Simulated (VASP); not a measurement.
Set up this calculation in VASP 6.6.1, as the native input.

- Task: single point
- Functional: PBEsol
- Potentials or basis: VASP PAW PBE potentials, release 64 (Pt)
- Cutoff: 520 eV
- k mesh: 18 × 18 × 18
- Occupations: gaussian, width 0.1 eV
- Spin: no spin polarisation
- Dipole correction: no
- Further INCAR settings: ALGO = Normal; EDIFF = 1e-06; NBANDS = 11

The structure of Pt lies in POSCAR:

```
Pt
1.0
    0.0000000000     -1.9590303453     -1.9590303453
    1.9590303453      0.0000000000     -1.9590303453
    1.9590303453     -1.9590303453      0.0000000000
Pt
1
Direct
    0.0000000000      0.0000000000      0.0000000000
```

One way to write it, as run:

INCAR

```
SYSTEM = Pt
PREC     = Accurate       ! precision mode
ENCUT    = 520            ! plane-wave cutoff, eV
EDIFF    = 1E-6           ! SCF threshold, eV
ISMEAR   = 0              ! smearing method
SIGMA    = 0.1            ! smearing width, eV
LREAL    = .FALSE.        ! projectors in reciprocal space
LASPH    = .TRUE.         ! aspherical terms in the spheres
NELM     = 80             ! most SCF steps
ALGO     = Normal         ! electronic algorithm
ISIF     = 2              ! what is computed and relaxed
LWAVE    = .FALSE.        ! write WAVECAR
LCHARG   = .FALSE.        ! write CHGCAR
GGA      = PS             ! functional
NBANDS   = 11             ! bands
```

KPOINTS

```
regular mesh
0
G
  18 18 18
  0 0 0
```

Potentials or basis: VASP PAW PBE potentials, release 64 (Pt).

The run is started by

```bash
$ cat potpaw_PBE.64/Pt/POTCAR > POTCAR
$ mpirun -np 1 vasp_std > vasp.out
```

It gave:

* Pressure: -0.4 GPa
* Band gap on the k mesh: zero (band 5 reaches 11.65 eV, above the bottom of band 6 at 9.41 eV)

Caveat: the PAW data sets were made with another functional, which shifts forces and pressure a little; spin-orbit coupling is left out, which moves the levels of the heavy elements.

It took 66 s on 1 thread of AMD EPYC 7R13, with other jobs on the host, peak memory 0.14 GiB.
